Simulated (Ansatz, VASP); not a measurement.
WS2: VASP beside Ansatz

```
CELL_PARAMETERS angstrom
3.16995 0.00000 0.00000
-1.58497 2.74525 0.00000
0.00000 0.00000 12.99071
ATOMIC_POSITIONS crystal
W 0.33333 0.66667 0.25000
W 0.66667 0.33333 0.75000
S 0.66667 0.33333 0.37050
S 0.66667 0.33333 0.12950
S 0.33333 0.66667 0.87050
S 0.33333 0.66667 0.62950
```

Change from the starting cell: uniaxial_z strain +4.0%.

Alike in both runs: task single point; functional r2SCAN; k mesh 12 × 12 × 2; no spin polarisation.

|  | VASP | Ansatz |
| --- | --- | --- |
| version | VASP 6.6.1 | Ansatz 0.2.0 |
| potentials or method | VASP PAW PBE potentials, release 64 (W_sv, S) | plane waves, PAW |
| plane-wave cutoff (eV) | 550 | 500 |
| occupations | gaussian, width 0.01 eV | fixed |
| valence electrons in the cell | 52 | 52 |

```csv
,VASP,Ansatz,Ansatz less VASP
gap on the k mesh at the Fermi level (eV),1.36,1.35,-0.010
pressure (GPa),0.8,0.6,-0.19
"traceless stress, the component that is largest in VASP (GPa)",-0.88,-0.82,+0.057
rms of the force components (eV/Å),0.013,0.023,+0.0101
```

VASP's potentials were made for PBE, not for r2SCAN. Atom by atom the forces differ by 0.010 eV/Å (rms over components).

Neither program's run includes spin-orbit coupling.
